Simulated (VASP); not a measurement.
# Tb (P6_3/mmc) in VASP: single point with PBE+U

Aim: the single point of Tb with PBE+U.

All numbers are computed with VASP 6.6.1; they aren't measurements. Logs are shortened: lines on timing, memory, paths and dates and some standing lists are left out, and cuts for length are marked.

## (1) The cell of the first run

It takes space group P6_3/mmc (No. 194, hexagonal). Conventional cell: a = 3.601 Å, b = 3.601 Å, c = 5.694 Å, α = 90.00°, β = 90.00°, γ = 120.00°. Within 4.6 Å of Tb (site symmetry -6m2) lie 12 Tb at 3.53 to 3.60 Å.

## (2) Single point, PBE+U, collinear spin, ferromagnetic start

Contents of INCAR:

```
ALGO = Normal
EDIFF = 1E-6
ENCUT = 520
GGA = PE
ISIF = 2
ISMEAR = -1
ISPIN = 2
LASPH = True
LCHARG = True
LDAU = True
LDAUJ = 0
LDAUL = 3
LDAUPRINT = 1
LDAUTYPE = 2
LDAUU = 6
LELF = True
LMAXMIX = 6
LORBIT = 11
LREAL = False
LVHAR = True
LWAVE = False
MAGMOM = 6 6
NBANDS = 30
NELM = 150
PREC = Accurate
SIGMA = 0.05
```

Contents of KPOINTS:

```
k-points
0
Gamma
  7 7 4
```

Contents of POSCAR:

```
Tb
1.0
    3.6010000000      0.0000000000      0.0000000000
   -1.8005000000      3.1185574790      0.0000000000
    0.0000000000      0.0000000000      5.6936000000
Tb
2
Direct
    0.6666666667      0.3333333333      0.7500000000
    0.3333333333      0.6666666667      0.2500000000
```

Potentials or basis: VASP PAW PBE potentials, release 64 (Tb).

Run with:

```bash
> cat potpaw_PBE.64/Tb/POTCAR > POTCAR
> mpirun -np 1 vasp_std > vasp.out
```

OUTCAR:

```text
EDIFF = 1E-6
   ENCUT = 520
   GGA = PE
   ISIF = 2
   ISMEAR = -1
   ISPIN = 2
   LASPH = True
   LORBIT = 11
   LREAL = False
   NELM = 150
   PREC = Accurate

 ion  position               nearest neighbor table
   1  0.667  0.333  0.750-   2 3.53   2 3.53   2 3.53   2 3.53   2 3.53   2 3.53
   2  0.333  0.667  0.250-   1 3.53   1 3.53   1 3.53   1 3.53   1 3.53   1 3.53

  LATTYP: Found a hexagonal cell.
 ALAT       =     3.6010000000
 C/A-ratio  =     1.5811163566

  Lattice vectors:

 A1 = (   3.6010000000,   0.0000000000,   0.0000000000)
 A2 = (  -1.8005000000,   3.1185574790,   0.0000000000)
 A3 = (   0.0000000000,   0.0000000000,   5.6936000000)

Analysis of symmetry for initial positions (statically):
=====================================================================
 Subroutine PRICEL returns:
 Original cell was already a primitive cell.

 Routine SETGRP: Setting up the symmetry group for a
 hexagonal supercell.

 Subroutine GETGRP returns: Found 24 space group operations
 (whereof 12 operations were pure point group operations)
 out of a pool of 24 trial point group operations.

The static configuration has the point symmetry D_3d.
 The point group associated with its full space group is D_6h.

Analysis of symmetry for dynamics (positions and initial velocities):
=====================================================================
 Subroutine PRICEL returns:
 Original cell was already a primitive cell.

 Routine SETGRP: Setting up the symmetry group for a
 hexagonal supercell.

 Subroutine GETGRP returns: Found 24 space group operations
 (whereof 12 operations were pure point group operations)
 out of a pool of 24 trial point group operations.

The dynamic configuration has the point symmetry D_3d.
 The point group associated with its full space group is D_6h.

Analysis of structural, dynamic, and magnetic symmetry:
=====================================================================
 Subroutine PRICEL returns:
 Original cell was already a primitive cell.

 Routine SETGRP: Setting up the symmetry group for a
 hexagonal supercell.

 Subroutine GETGRP returns: Found 24 space group operations
 (whereof 12 operations were pure point group operations)
 out of a pool of 24 trial point group operations.

The overall configuration has the point symmetry D_3d.
 The point group associated with its full space group is D_6h.

 Subroutine INISYM returns: Found 24 space group operations
 (whereof 12 operations are pure point group operations),
 and found     1 'primitive' translations

----------------------------------------------------------------------------------------

                                     Primitive cell

  volume of cell :      63.9387

  direct lattice vectors                    reciprocal lattice vectors
[... 170 lines left out ...]

atom =   2  type =  1  l = 3

 onsite density matrix

spin component  1

  0.9843 -0.0000 -0.0000  0.0000  0.0000  0.0000 -0.0000
 -0.0000  0.9886  0.0000  0.0000  0.0000  0.0000 -0.0000
 -0.0000  0.0000  0.1228 -0.0000 -0.0000 -0.0000 -0.0000
  0.0000  0.0000 -0.0000  0.9898 -0.0000 -0.0000  0.0000
  0.0000  0.0000 -0.0000 -0.0000  0.1228 -0.0000 -0.0000
  0.0000  0.0000 -0.0000 -0.0000 -0.0000  0.9886 -0.0000
 -0.0000 -0.0000 -0.0000  0.0000 -0.0000 -0.0000  0.9864

spin component  2

  0.9807  0.0000 -0.0000  0.0000  0.0000 -0.0000 -0.0000
  0.0000  0.0014 -0.0000 -0.0000 -0.0000 -0.0000  0.0000
 -0.0000 -0.0000  0.9874  0.0000  0.0000  0.0000 -0.0000
  0.0000 -0.0000  0.0000  0.0023 -0.0000 -0.0000 -0.0000
  0.0000 -0.0000  0.0000 -0.0000  0.9874  0.0000 -0.0000
 -0.0000 -0.0000  0.0000 -0.0000  0.0000  0.0014  0.0000
 -0.0000  0.0000 -0.0000 -0.0000 -0.0000  0.0000  0.0003

 occupancies and eigenvectors

  o =  0.0003  v =  0.0000  0.0000  0.0000  0.0000  0.0000  0.0000  0.0000  0.0000  0.0000  0.0000 -0.0000  0.0000 -0.0000  1.0000      0.0000  0.0000  0.0000  0.0000  0.0000  0.0000  0.0000  0.0000  0.0000  0.0000  0.0000  0.0000  0.0000  0.0000
  o =  0.0014  v =  0.0000  0.0000  0.0000  0.0000  0.0000  0.0000  0.0000  0.0000 -0.9999 -0.0000 -0.0000  0.0000 -0.0148  0.0000      0.0000  0.0000  0.0000  0.0000  0.0000  0.0000  0.0000  0.0000  0.0000  0.0000  0.0000  0.0000  0.0000  0.0000
  o =  0.0014  v =  0.0000  0.0000  0.0000  0.0000  0.0000  0.0000  0.0000 -0.0000  0.0148  0.0000 -0.0000 -0.0000 -0.9999 -0.0000      0.0000  0.0000  0.0000  0.0000  0.0000  0.0000  0.0000  0.0000  0.0000  0.0000  0.0000  0.0000  0.0000  0.0000
  o =  0.0023  v =  0.0000  0.0000  0.0000  0.0000  0.0000  0.0000  0.0000 -0.0000  0.0000  0.0000  1.0000 -0.0000 -0.0000  0.0000      0.0000  0.0000  0.0000  0.0000  0.0000  0.0000  0.0000  0.0000  0.0000  0.0000  0.0000  0.0000  0.0000  0.0000
  o =  0.1228  v = -0.0000  0.0000 -1.0000 -0.0000 -0.0000 -0.0000 -0.0000  0.0000  0.0000  0.0000  0.0000  0.0000  0.0000  0.0000      0.0000  0.0000  0.0000  0.0000  0.0000  0.0000  0.0000  0.0000  0.0000  0.0000  0.0000  0.0000  0.0000  0.0000
  o =  0.1228  v = -0.0000 -0.0000 -0.0000  0.0000  1.0000  0.0000  0.0000  0.0000  0.0000  0.0000  0.0000  0.0000  0.0000  0.0000      0.0000  0.0000  0.0000  0.0000  0.0000  0.0000  0.0000  0.0000  0.0000  0.0000  0.0000  0.0000  0.0000  0.0000
  o =  0.9807  v =  0.0000  0.0000  0.0000  0.0000  0.0000  0.0000  0.0000  1.0000  0.0000  0.0000  0.0000 -0.0000 -0.0000 -0.0000      0.0000  0.0000  0.0000  0.0000  0.0000  0.0000  0.0000  0.0000  0.0000  0.0000  0.0000  0.0000  0.0000  0.0000
  o =  0.9843  v =  1.0000  0.0000 -0.0000 -0.0000  0.0000 -0.0000  0.0000  0.0000  0.0000  0.0000  0.0000  0.0000  0.0000  0.0000      0.0000  0.0000  0.0000  0.0000  0.0000  0.0000  0.0000  0.0000  0.0000  0.0000  0.0000  0.0000  0.0000  0.0000
  o =  0.9864  v =  0.0000  0.0000 -0.0000  0.0000  0.0000 -0.0000 -1.0000  0.0000  0.0000  0.0000  0.0000  0.0000  0.0000  0.0000      0.0000  0.0000  0.0000  0.0000  0.0000  0.0000  0.0000  0.0000  0.0000  0.0000  0.0000  0.0000  0.0000  0.0000
  o =  0.9874  v =  0.0000  0.0000  0.0000  0.0000  0.0000  0.0000  0.0000 -0.0000 -0.0000  1.0000 -0.0000 -0.0000  0.0000 -0.0000      0.0000  0.0000  0.0000  0.0000  0.0000  0.0000  0.0000  0.0000  0.0000  0.0000  0.0000  0.0000  0.0000  0.0000
  o =  0.9874  v =  0.0000  0.0000  0.0000  0.0000  0.0000  0.0000  0.0000 -0.0000  0.0000  0.0000  0.0000  1.0000  0.0000 -0.0000      0.0000  0.0000  0.0000  0.0000  0.0000  0.0000  0.0000  0.0000  0.0000  0.0000  0.0000  0.0000  0.0000  0.0000
  o =  0.9886  v =  0.0000 -0.0009  0.0000  0.0000 -0.0000  1.0000 -0.0000  0.0000  0.0000  0.0000  0.0000  0.0000  0.0000  0.0000      0.0000  0.0000  0.0000  0.0000  0.0000  0.0000  0.0000  0.0000  0.0000  0.0000  0.0000  0.0000  0.0000  0.0000
  o =  0.9886  v = -0.0000  1.0000  0.0000  0.0000 -0.0000  0.0009  0.0000  0.0000  0.0000  0.0000  0.0000  0.0000  0.0000  0.0000      0.0000  0.0000  0.0000  0.0000  0.0000  0.0000  0.0000  0.0000  0.0000  0.0000  0.0000  0.0000  0.0000  0.0000
  o =  0.9898  v = -0.0000  0.0000  0.0000 -1.0000  0.0000  0.0000 -0.0000  0.0000  0.0000  0.0000  0.0000  0.0000  0.0000  0.0000      0.0000  0.0000  0.0000  0.0000  0.0000  0.0000  0.0000  0.0000  0.0000  0.0000  0.0000  0.0000  0.0000  0.0000

 number of electron      38.0000007 magnetization       4.9245580

 Free energy of the ion-electron system (eV)
  ---------------------------------------------------
  ext. energy  EPLUGINS =         0.00000000
  ---------------------------------------------------
  free energy    TOTEN  =        -9.66249747 eV

  energy without entropy =       -9.57673859  energy(sigma->0) =       -9.61961803

 E-fermi :   3.0071     XC(G=0): -10.1101

 val. band max:        3.0047809833   @ k =   0.2857   0.2857   0.2500
 cond. band min:       3.0209979443   @ k =   0.2857   0.1429   0.5000
 fundamental gap:      0.0162169610
 Fermi energy:         3.0071048862

 spin component 1

 k-point     1 :       0.0000    0.0000    0.0000
  band No.  band energies     occupation
      1     -42.3330      1.00000
      2     -42.2561      1.00000
      3     -19.9092      1.00000
      4     -19.1142      1.00000
      5     -18.7721      1.00000
      6     -18.7721      1.00000
[... 781 lines left out ...]
     29       6.0196      0.00000
     30       6.0196      0.00000
 Fermi energy:         3.0071048862

 spin component 2

 k-point     1 :       0.0000    0.0000    0.0000
  band No.  band energies     occupation
      1     -41.2823      1.00000
      2     -41.1987      1.00000
      3     -19.4734      1.00000
      4     -18.6556      1.00000
      5     -17.8139      1.00000
      6     -17.8139      1.00000
[... 781 lines left out ...]
     29       6.7393      0.00000
     30       6.7393      0.00000

------------------------ aborting loop because EDIFF is reached ----------------------------------------

  FORCE on cell =-STRESS in cart. coord.  units (eV):
  Direction    XX          YY          ZZ          XY          YZ          ZX
  --------------------------------------------------------------------------------------
  -------------------------------------------------------------------------------------
  Total        1.0499610      1.0499610      1.7024422      0.0000000      0.0000000      0.0000000
  in kB       26.3099444     26.3099444     42.6598322      0.0000000      0.0000000      0.0000000
  external PRESSURE =      31.7599070 kB  Pullay stress =       0.0000000 kB

 VOLUME and BASIS-vectors are now :
 -----------------------------------------------------------------------------
  energy-cutoff  :      520.00
  volume of cell :       63.94
      direct lattice vectors                 reciprocal lattice vectors
     3.601000000  0.000000000  0.000000000     0.277700639  0.160330539  0.000000000
    -1.800500000  3.118557479  0.000000000     0.000000000  0.320661077  0.000000000
     0.000000000  0.000000000  5.693600000     0.000000000  0.000000000  0.175635802

 POSITION                                       TOTAL-FORCE (eV/Angst)
 -----------------------------------------------------------------------------------
      1.80050      1.03952      4.27020         0.000000      0.000000      0.000000
     -0.00000      2.07904      1.42340        -0.000000     -0.000000      0.000000
 -----------------------------------------------------------------------------------
    total drift:                               -0.000000      0.000000     -0.000000

  FREE ENERGIE OF THE ION-ELECTRON SYSTEM (eV)
  ---------------------------------------------------
  free  energy   TOTEN  =        -9.6624974668 eV

  energy  without entropy=       -9.5767385946  energy(sigma->0) =       -9.61961803

 total charge

# of ion       s       p       d       f       tot
--------------------------------------------------
    1        2.085   5.584   0.512   8.139  16.319
    2        2.085   5.584   0.512   8.139  16.319
--------------------------------------------------
tot          4.170  11.168   1.023  16.277  32.639

 magnetization (x)

# of ion       s       p       d       f       tot
--------------------------------------------------
    1        0.002  -0.008   0.061   2.222   2.276
    2        0.002  -0.008   0.061   2.222   2.276
--------------------------------------------------
tot          0.004  -0.017   0.122   4.443   4.553
```

Wall time 11 min (1 thread of AMD EPYC 9R45 (Zen 5), shared host); peak memory 0.22 GiB.

Results:

```
Free energy                                           : -9.6625 eV
Pressure                                              : 3.2 GPa
Net moment                                            : 4.92 μB per cell
Site moments                                          : Tb +2.28 μB
Valence electrons inside the program's atomic spheres : Tb 16.32
```

Eigenvalues of the final occupation matrices:
```csv
site,spin,trace,eigenvalues
site 1 f,1,5.18,0.12 0.12 0.98 0.99 0.99 0.99 0.99
site 1 f,2,2.96,0.00 0.00 0.00 0.00 0.98 0.99 0.99
site 2 f,1,5.18,0.12 0.12 0.98 0.99 0.99 0.99 0.99
site 2 f,2,2.96,0.00 0.00 0.00 0.00 0.98 0.99 0.99
```

Caveat: the magnetic or orbital state may not be the lowest; the cell stands under pressure; spin-orbit coupling is left out, which moves the levels of the heavy elements. The state reached can hang on the start; a lower one may exist.
